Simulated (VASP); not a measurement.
A run of VASP 6.6.1:

The input INCAR:

```
SYSTEM = Al3Ga5N8
ALGO = Normal
EDIFF = 1E-6
ENCUT = 520
GGA = PS
ISIF = 2
ISMEAR = 0
LASPH = .True.
LCHARG = .True.
LELF = .True.
LREAL = Auto
LVHAR = .True.
LWAVE = .False.
NBANDS = 71
NELM = 80
PREC = Accurate
SIGMA = 0.1
```

File KPOINTS:

```
k-points
0
Gamma
  4 6 6
  0 0 0
```

The input POSCAR:

```
Al3Ga5N8
1.0
   -0.0012937913     -0.0007469708     -5.1186959333
    3.1541414910      5.4641195054      0.0015928209
    3.1549955555     -5.4646125998      0.0000000000
Al Ga N
3 5 8
Direct
    0.0021736928      0.1680732246      0.3352474487
    0.0021736928      0.1680732246      0.8328257759
    0.5017033024      0.3316195543      0.6658097771
    0.0014884392      0.6661135640      0.3330567820
    0.0011814473      0.6644723988      0.8322361994
    0.5009328631      0.3310801182      0.1655400591
    0.5010520226      0.8353414650      0.6681154445
    0.5010520226      0.8353414650      0.1672260206
    0.6303023014      0.1707906326      0.3406031029
    0.6303023014      0.1707906326      0.8301875297
    0.6214248735      0.6662129867      0.3331064933
    0.6193081188      0.6596076648      0.8298038324
    0.1288402115      0.3260834242      0.6630417121
    0.1179989321      0.3259350655      0.1629675327
    0.1200328893      0.8402322896      0.6705443154
    0.1200328893      0.8402322896      0.1696879742
```

Potentials or basis: VASP PAW PBE potentials, release 64 (Al, Ga_d, N).

The run is started by

```sh
$ cat potpaw_PBE.64/Al/POTCAR potpaw_PBE.64/Ga_d/POTCAR potpaw_PBE.64/N/POTCAR > POTCAR
$ mpirun -np 1 vasp_std > vasp.out
```

Hardware: 1 thread of Intel Xeon 8259CL, on a shared host.

Question: Estimate the wall time of this run.

Answer: It took 35 min on 1 thread of Intel Xeon 8259CL (shared host), peak memory 0.52 GiB. Counts: scf iterations 16, k points 47.
